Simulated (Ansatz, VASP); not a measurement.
CsCl: VASP beside Ansatz

File POSCAR:

```
CsCl
1.0
    4.2139535909      0.0000000000      0.0000000000
    0.0000000000      4.2139535909      0.0000000000
    0.0000000000      0.0000000000      4.2139535909
Cs Cl
1 1
Direct
    0.0000000000      0.0000000000      0.0000000000
    0.5000000000      0.5000000000      0.5000000000
```

File INCAR.step1:

```
SYSTEM = CsCl
PREC     = Accurate       ! precision mode
ENCUT    = 400            ! plane-wave cutoff, eV
EDIFF    = 1E-5           ! SCF threshold, eV
ISMEAR   = -1             ! smearing method
SIGMA    = 0.05           ! smearing width, eV
LREAL    = .FALSE.        ! projectors in reciprocal space
LASPH    = .TRUE.         ! aspherical terms in the spheres
NELM     = 120            ! most SCF steps
ALGO     = Normal         ! electronic algorithm
ISIF     = 2              ! what is computed and relaxed
LWAVE    = .TRUE.         ! write WAVECAR
LCHARG   = .FALSE.        ! write CHGCAR
NBANDS   = 15             ! bands
GGA      = PE             ! functional
GGA_COMPAT= .FALSE.
```

INCAR.step2

```
SYSTEM = CsCl
PREC     = Accurate       ! precision mode
ENCUT    = 400            ! plane-wave cutoff, eV
EDIFF    = 1E-6           ! SCF threshold, eV
ISMEAR   = -1             ! smearing method
SIGMA    = 0.05           ! smearing width, eV
LREAL    = .FALSE.        ! projectors in reciprocal space
LASPH    = .TRUE.         ! aspherical terms in the spheres
NELM     = 120            ! most SCF steps
ALGO     = Normal         ! electronic algorithm
ISIF     = 2              ! what is computed and relaxed
LWAVE    = .FALSE.        ! write WAVECAR
LCHARG   = .FALSE.        ! write CHGCAR
GGA      = PE             ! functional
LHFCALC  = .TRUE.         ! exact exchange
HFSCREEN = 0.2079         ! screening, 1/A
PRECFOCK = Normal       
NBANDS   = 15             ! bands
ISTART   = 1            
GGA_COMPAT= .FALSE.
```

The input KPOINTS:

```
Automatic mesh
0
G
  4 4 4
  0 0 0
```

Input for Ansatz:

```yaml
crystal:
  lattice:
    - [4.213953590877, 0.0, 0.0]
    - [0.0, 4.213953590877, 0.0]
    - [0.0, 0.0, 4.213953590877]
  atoms:
    - { symbol: Cs, position: [0.0, 0.0, 0.0] }
    - { symbol: Cl, position: [0.5, 0.5, 0.5] }
kpoints:
  mp_grid: { grid: [4, 4, 4] }
hamiltonian:
  xc: hse06
  pseudopotentials: { kind: paw }
scf:
  occupations: { method: fermi_dirac, width: 0.05 }
output:
  forces: true
  stress: true
  eigenvalues: true
```

Alike in both runs: task single point; functional HSE06; k mesh 4 × 4 × 4; occupations fermi-dirac, width 0.05 eV; no spin polarisation.

|  | VASP | Ansatz |
| --- | --- | --- |
| version | VASP 6.6.1 | Ansatz 0.2.0 development build |
| potentials or method | VASP PAW PBE potentials, release 64 (Cs_sv, Cl) | plane waves, PAW datasets (generated soft set 1) |
| plane-wave cutoff (eV) | 400 | 420 |
| valence electrons in the cell | 16 | 16 |

```csv
,VASP,Ansatz,Ansatz less VASP
gap on the k mesh at the Fermi level (eV),6.27,6.28,+0.010
```

Ansatz's warnings: stress exchange threshold loose, stress scf threshold loose.

Spin-orbit coupling is off throughout.
